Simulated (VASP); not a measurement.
Wanted: the native input for a VASP 6.6.1 run.

```yaml
Task: single point
Functional: PBE
Potentials_or_basis: VASP PAW PBE potentials, release 64 (Pt)
Cutoff: 520 eV
k_mesh: 20 × 20 × 20
Occupations: gaussian, width 0.15 eV
Spin: no spin polarisation
Dipole_correction: no
Further_INCAR_settings: ALGO = Normal; EDIFF = 1e-06; NBANDS = 11
```

The structure of Pt lies in POSCAR:

```
Pt
1.0
   -0.1984964712      1.8857164759      1.8857164759
    1.8857164759     -0.1984964712      1.8857164759
    1.8857164759      1.8857164759     -0.1984964712
Pt
1
Direct
    0.0000000000      0.0000000000      0.0000000000
```

One way to write it, as run:

INCAR

```
PREC     = Accurate       # precision mode
ENCUT    = 520            # plane-wave cutoff, eV
EDIFF    = 1E-6           # SCF threshold, eV
ISMEAR   = 0              # smearing method
SIGMA    = 0.15           # smearing width, eV
LREAL    = F              # projectors in reciprocal space
LASPH    = T              # aspherical terms in the spheres
NELM     = 100            # most SCF steps
ALGO     = Normal         # electronic algorithm
ISIF     = 2              # what is computed and relaxed
LWAVE    = F              # write WAVECAR
LCHARG   = F              # write CHGCAR
GGA      = PE             # functional
NBANDS   = 11             # bands
```

KPOINTS

```
regular mesh
0
Gamma
  20 20 20
```

Potentials or basis: VASP PAW PBE potentials, release 64 (Pt).

Launch:

```console
$ cat potpaw_PBE.64/Pt/POTCAR > POTCAR
$ mpirun -np 1 vasp_std > vasp.out
```

It gave:

- Pressure: 7.5 GPa
- Band gap on the k mesh: zero (bands 5 and 6 overlap by 3.00 eV)

Caveat: the cell stands under pressure; spin-orbit coupling is left out, which moves the levels of the heavy elements.

Run time: 76 s on 1 thread of Intel Xeon 8259CL, on a shared host, peak memory 0.24 GiB.
